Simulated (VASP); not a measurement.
The system is SnF.

```
Sn F
1.0
     3.10956    0.00000    0.00000
     0.00000    3.10956    0.00000
     0.00000    0.00000    4.13936
Sn F
1 1
Direct
  0.00000 0.00000 0.00000
  0.00000 0.00000 0.50000
```

The cell was generated, and may not be a known phase.

```yaml
Program: VASP 6.6.1
Task: relaxation of cell and atoms
Functional: PBE
Potentials_or_basis: VASP PAW PBE potentials, release 64 (Sn_d, F)
Cutoff: 600 eV
k_mesh: 6 × 6 × 4
Occupations: gaussian, width 0.1 eV
Spin: no spin polarisation
```

At the start: pressure 11.1 GPa; volume 20.01 Å³/atom.

Question: Where does the relaxation end?

Answer: Over 6 steps the energy falls by 137.1 meV/atom and the volume is 21.68 Å³/atom (+8.4 %); space group P4/mmm (No. 123, to 0.1 Å) before and after.

The path:
```csv
step,energy change (eV),largest force (eV/Å),pressure (GPa),volume (Å³)
1,0.0000,0.0000,11.11,40.02
2,0.1351,0.0000,-6.73,48.10
3,-0.2721,0.0000,-0.23,43.36
4,-0.2734,0.0000,0.23,43.17
5,-0.2735,0.0000,0.36,43.11
6,-0.2741,0.0000,0.19,43.37
```

Final structure:
```xyz
2
Lattice="3.1217 0.0000 0.0000 0.0000 3.1217 0.0000 0.0000 0.0000 4.4503" Properties=species:S:1:pos:R:3 pbc="T T T"
Sn    0.0000    0.0000    4.4503
F     0.0000    3.1217    2.2251
```

Caveat: the k points lie up to 0.35 Å⁻¹ apart in the final cell, too coarse for converged energies and pressures of a metal; an odd number of electrons without spin polarisation forces a metal; a magnetic or distorted state may lie lower.
